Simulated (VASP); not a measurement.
Wanted: the native input for a VASP 6.6.1 run.

```yaml
Task: single point
Functional: PBE
Potentials_or_basis: VASP PAW PBE potentials, release 64 (Pd)
Cutoff: 520 eV
k_mesh: 12 × 12 × 12
Occupations: gaussian, width 0.017 eV
Spin: no spin polarisation
Dipole_correction: no
Further_INCAR_settings: ALGO = Normal; EDIFF = 1e-07; NBANDS = 11
```

The structure of Pd lies in POSCAR:

```
Pd
1.0
   -1.5722810000      1.5722810000      1.5722810000
    1.5722810000     -1.5722810000      1.5722810000
    1.5722810000      1.5722810000     -1.5722810000
Pd
1
Direct
    0.0000000000      0.0000000000      0.0000000000
```

The input as run:

INCAR

```
PREC = Accurate ; ENCUT = 520
EDIFF = 1E-7 ; ISMEAR = 0
SIGMA = 0.017 ; LREAL = False
LASPH = True ; NELM = 60
ALGO = Normal ; ISIF = 2
LWAVE = False ; LCHARG = True
GGA = PE ; LELF = True
LVHAR = True ; NBANDS = 11
```

KPOINTS

```
regular mesh
0
Gamma
  12 12 12
```

Potentials or basis: VASP PAW PBE potentials, release 64 (Pd).

The run is started by

```sh
$ cat potpaw_PBE.64/Pd/POTCAR > POTCAR
$ mpirun -np 1 vasp_std > vasp.out
```

Results of the run:

The pressure is -1.5 GPa. The band gap on the k mesh is zero (band 5 reaches 9.47 eV, above the bottom of band 6 at 7.92 eV).

Run time: 5.7 s on 1 thread of AMD EPYC 9R45 96-Core Processor (Zen 5), on a shared host, peak memory 0.1 GiB.
